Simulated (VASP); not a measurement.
# BN (I-4m2) in VASP: further runs

BN is run at these levels: PBE; tasks: single point.

Program: VASP 6.6.1. These are calculated values, not measurements. Logs are shortened: lines on timing, memory, paths and dates and some standing lists are left out, and cuts for length are marked.

### Step 1. The cell of the first run

Symmetry: I-4m2, No. 119, tetragonal system. Conventional cell: a = 2.461 Å, b = 2.461 Å, c = 3.770 Å, α = 90.00°, β = 90.00°, γ = 90.00°. Within 2.1 Å of B (site symmetry -4m2) lie 4 N at 1.55 Å. Within 2.1 Å of N (site symmetry -4m2) lie 4 B at 1.55 Å.

### Step 2. Single point, PBE (strain -0.040 along x and y, +0.040 along z)

Input file INCAR:

```
ALGO = Normal
EDIFF = 1E-6
ENCUT = 600
GGA = PE
GGA_COMPAT = False
ISIF = 2
ISMEAR = 0
LASPH = True
LCHARG = False
LREAL = False
LWAVE = False
NBANDS = 11
NELM = 120
PREC = Accurate
SIGMA = 0.05
```

Input file KPOINTS:

```
k-points
0
Gamma
  12 12 12
```

Input file POSCAR:

```
BN
1.0
    0.0000000000      1.7398545729      1.8848424539
    1.7398545729      0.0000000000      1.8848424539
    1.7398545729      1.7398545729      0.0000000000
B N
1 1
Direct
    0.0000000000      0.0000000000      0.0000000000
    0.7500000000      0.7500000000      0.7500000000
```

Potentials or basis: VASP PAW PBE potentials, release 64 (B, N).

Run with:

```console
cat potpaw_PBE.64/B/POTCAR potpaw_PBE.64/N/POTCAR > POTCAR
mpirun -np 1 vasp_std > vasp.out
```

OUTCAR:

```text
EDIFF = 1E-6
   ENCUT = 600
   GGA = PE
   ISIF = 2
   ISMEAR = 0
   LASPH = True
   LREAL = False
   NELM = 120
   PREC = Accurate

 ion  position               nearest neighbor table
   1  0.000  0.000  0.000-   2 1.55   2 1.55   2 1.55   2 1.55
   2  0.750  0.750  0.750-   1 1.55   1 1.55   1 1.55   1 1.55

  LATTYP: Found a body centered tetragonal cell.
 ALAT       =     2.4605259336
 C/A-ratio  =     1.5320646925

  Lattice vectors:

 A1 = (  -1.7398545729,   0.0000000000,   1.8848424539)
 A2 = (   1.7398545729,   0.0000000000,   1.8848424539)
 A3 = (   0.0000000000,   1.7398545729,  -1.8848424539)

Analysis of symmetry for initial positions (statically):
=====================================================================
 Subroutine PRICEL returns:
 Original cell was already a primitive cell.

 Routine SETGRP: Setting up the symmetry group for a
 body centered tetragonal supercell.

 Subroutine GETGRP returns: Found  8 space group operations
 (whereof  8 operations were pure point group operations)
 out of a pool of 16 trial point group operations.

The static configuration has the point symmetry D_2d.

Analysis of symmetry for dynamics (positions and initial velocities):
=====================================================================
 Subroutine PRICEL returns:
 Original cell was already a primitive cell.

 Routine SETGRP: Setting up the symmetry group for a
 body centered tetragonal supercell.

 Subroutine GETGRP returns: Found  8 space group operations
 (whereof  8 operations were pure point group operations)
 out of a pool of 16 trial point group operations.

The dynamic configuration has the point symmetry D_2d.

 Subroutine INISYM returns: Found  8 space group operations
 (whereof  8 operations are pure point group operations),
 and found     1 'primitive' translations

----------------------------------------------------------------------------------------

                                     Primitive cell

  volume of cell :      11.4112

  direct lattice vectors                    reciprocal lattice vectors
     0.000000000  1.739854573  1.884842454    -0.287380341  0.287380341  0.265274161
     1.739854573  0.000000000  1.884842454     0.287380341 -0.287380341  0.265274161
     1.739854573  1.739854573  0.000000000     0.287380341  0.287380341 -0.265274161

  length of vectors
     2.565097466  2.565097466  2.460525934     0.485330095  0.485330095  0.485330095

  position of ions in fractional coordinates (direct lattice)
     0.000000000  0.000000000  0.000000000
     0.750000000  0.750000000  0.750000000

  ion indices of the primitive-cell ions
[... 85 lines left out ...]
   PSTRESS=    0.0 pullay stress
   NELECT =       8.0000    total number of electrons
   NUPDOWN=      -1.0000    fix difference up-down
   EMIN   =  10.00;   EMAX   =-10.00  energy-range for DOS
   EFERMI =   0.00;   METHOD = LEGACY
   ISMEAR =     0;   SIGMA  =   0.05  broadening in eV -4-tet -1-fermi 0-gaus
   EFERMI_NEDOS =   21; number of points for ismear=-14 and -15
   IALGO  =     38    algorithm
   IMIX   =      4    mixing-type and parameters
     AMIX     =   0.40;   BMIX     =  1.00
     AMIX_MAG =   1.60;   BMIX_MAG =  1.00
  volume/ion in A,a.u.               =       5.71        38.50
  Fermi-wavevector in a.u.,A,eV,Ry     =   1.454324  2.748274 28.777116  2.115058
  Thomas-Fermi vector in A             =   2.571488
   LORBIT       =      0    0 simple, 1 ext, 2 COOP (PROOUT), +10 PAW based schemes
   GGA     = PE    functional components
   LHFCALC =     F    Hartree Fock is set to
   AEXX    =    0.0000 exact exchange contribution
   IVDW    =     0    specifies the selected vdW correction
   LEPSILON=     F    determine dielectric tensor
   LRPA    =     F    only Hartree local field effects (RPA)
 non-spin polarized calculation
 Gauss-broadening in eV      SIGMA  =   0.05
  energy-cutoff  :      600.00
  volume of cell :       11.41
 maximum number of plane-waves:       391
   NGX = 11   NGY = 11   NGZ =  9

 number of electron       7.9999999 magnetization

 Free energy of the ion-electron system (eV)
  ---------------------------------------------------
  ext. energy  EPLUGINS =         0.00000000
  ---------------------------------------------------
  free energy    TOTEN  =       -17.32347842 eV

  energy without entropy =      -17.32347842  energy(sigma->0) =      -17.32347842

 E-fermi :   8.4455     XC(G=0): -13.0006

 val. band max:        8.1529352585   @ k =   0.0000   0.0000   0.0000
 cond. band min:      11.9008199263   @ k =   0.5000   0.0000   0.5000
 fundamental gap:      3.7478846678
 Fermi energy:         8.4454632582

 k-point     1 :       0.0000    0.0000    0.0000
  band No.  band energies     occupation
      1     -12.7816      2.00000
      2       7.2297      2.00000
      3       8.1529      2.00000
      4       8.1529      2.00000
      5      16.6943      0.00000
      6      16.6943      0.00000
      7      17.2724      0.00000
      8      18.7000      0.00000
      9      33.2794      0.00000
     10      33.3157      0.00000
     11      34.1014      0.00000
[... 309 lines left out ...]
 k-point    24 :      -0.4167    0.1667    0.0000
  band No.  band energies     occupation
      1      -8.0003      2.00000
      2      -2.5303      2.00000
      3       2.8974      2.00000
      4       5.9280      2.00000
      5      18.0251      0.00000
      6      19.9494      0.00000
      7      20.6035      0.00000
      8      23.8564      0.00000
      9      30.0414      0.00000
     10      33.8168      0.00000
     11      34.8781      0.00000

 [... further k-points ...]

------------------------ aborting loop because EDIFF is reached ----------------------------------------

  FORCE on cell =-STRESS in cart. coord.  units (eV):
  Direction    XX          YY          ZZ          XY          YZ          ZX
  --------------------------------------------------------------------------------------
  -------------------------------------------------------------------------------------
  Total        2.5619104      2.5619104     -1.4778681      0.0000000      0.0000000     -0.0000000
  in kB      359.7025989    359.7025989   -207.4986591      0.0000000      0.0000000     -0.0000000
  external PRESSURE =     170.6355129 kB  Pullay stress =       0.0000000 kB

 VOLUME and BASIS-vectors are now :
 -----------------------------------------------------------------------------
  energy-cutoff  :      600.00
  volume of cell :       11.41
      direct lattice vectors                 reciprocal lattice vectors
     0.000000000  1.739854573  1.884842454    -0.287380341  0.287380341  0.265274161
     1.739854573  0.000000000  1.884842454     0.287380341 -0.287380341  0.265274161
     1.739854573  1.739854573  0.000000000     0.287380341  0.287380341 -0.265274161

 POSITION                                       TOTAL-FORCE (eV/Angst)
 -----------------------------------------------------------------------------------
      0.00000      0.00000      0.00000        -0.000000      0.000000      0.000000
      2.60978      2.60978      2.82726         0.000000     -0.000000     -0.000000
 -----------------------------------------------------------------------------------
    total drift:                                0.000001      0.000001     -0.000001

  FREE ENERGIE OF THE ION-ELECTRON SYSTEM (eV)
  ---------------------------------------------------
  free  energy   TOTEN  =       -17.3234784162 eV

  energy  without entropy=      -17.3234784162  energy(sigma->0) =      -17.32347842
```

Wall time 8.7 s (1 thread of Intel Xeon 6975P-C (Granite Rapids), shared host); peak memory 0.13 GiB.

What came out:

| Property | Result |
| --- | --- |
| Free energy | -17.3235 eV |
| Pressure | 17.1 GPa |
| Band gap on the k mesh | 3.75 eV (least direct gap 8.54 eV) |

Levels at points of the mesh, in eV from the valence-band top:
| k point | band 1 | band 2 | band 3 | band 4 | band 5 | band 6 | band 7 | band 8 | band 9 |
| --- | --- | --- | --- | --- | --- | --- | --- | --- | --- |
| (0.00, 0.00, 0.00) | -20.93 | -0.92 | 0.00 | 0.00 | 8.54 | 8.54 | 9.12 | 10.55 | 25.13 |
| (0.50, 0.00, 0.00) | -16.53 | -11.30 | -2.97 | -1.63 | 8.74 | 11.05 | 11.68 | 15.34 | 23.45 |
| (0.50, 0.50, 0.00) | -15.76 | -10.22 | -4.60 | -4.60 | 5.21 | 10.40 | 17.94 | 17.94 | 19.89 |
| (0.50, 0.00, 0.50) | -14.79 | -9.04 | -5.71 | -5.70 | 3.75 | 8.52 | 17.29 | 18.57 | 21.46 |

Caveat: the cell differs from its parent crystal (strain -0.040 along x and y, +0.040 along z); the cell stands under pressure. A k mesh can miss the band edges.

### Step 3. Single point, PBE (strain +0.000 along x and y, +0.040 along z)

Input file INCAR:

```
PREC = Accurate ; ENCUT = 600
EDIFF = 1E-6 ; ISMEAR = 0
SIGMA = 0.05 ; LREAL = False
LASPH = True ; NELM = 120
ALGO = Normal ; ISIF = 2
LWAVE = False ; LCHARG = False
GGA = PE ; NBANDS = 11
GGA_COMPAT = False
```

Input file KPOINTS:

```
regular mesh
0
Gamma
  12 12 12
```

Input file POSCAR:

```
BN
1.0
    0.0000000000      1.8123485134      1.8848424539
    1.8123485134      0.0000000000      1.8848424539
    1.8123485134      1.8123485134      0.0000000000
B N
1 1
Direct
    0.0000000000      0.0000000000      0.0000000000
    0.7500000000      0.7500000000      0.7500000000
```

Potentials or basis: VASP PAW PBE potentials, release 64 (B, N).

Run with:

```console
cat potpaw_PBE.64/B/POTCAR potpaw_PBE.64/N/POTCAR > POTCAR
mpirun -np 1 vasp_std > vasp.out
```

Run time: 8 s. Hardware: 1 thread of Intel Xeon 6975P-C (Granite Rapids), shared host; peak memory 0.14 GiB.

The run converged. Its results:

* Free energy: -17.4108 eV
* Pressure: -13.7 GPa
* Band gap on the k mesh: 4.07 eV (least direct gap 8.38 eV)

Stress tensor (GPa, compression positive):
```
 -5.58   0.00   0.00
  0.00  -5.58   0.00
  0.00   0.00 -29.89
```

Levels at points of the mesh, in eV from the valence-band top:
```tsv
k point	band 1	band 2	band 3	band 4	band 5	band 6	band 7	band 8
(0.00, 0.00, 0.00)	-19.84	-0.40	0.00	0.00	8.38	8.38	8.66	9.44
(0.50, 0.00, 0.00)	-15.84	-10.39	-2.28	-1.69	9.00	10.51	10.51	14.64
(0.50, 0.50, 0.00)	-14.82	-9.11	-4.46	-4.46	4.72	9.43	16.99	16.99
(0.50, 0.00, 0.50)	-14.39	-8.56	-4.97	-4.97	4.07	8.54	16.76	17.33
```

Caveat: the cell differs from its parent crystal (strain +0.000 along x and y, +0.040 along z); the cell stands under tension. A k mesh can miss the band edges.
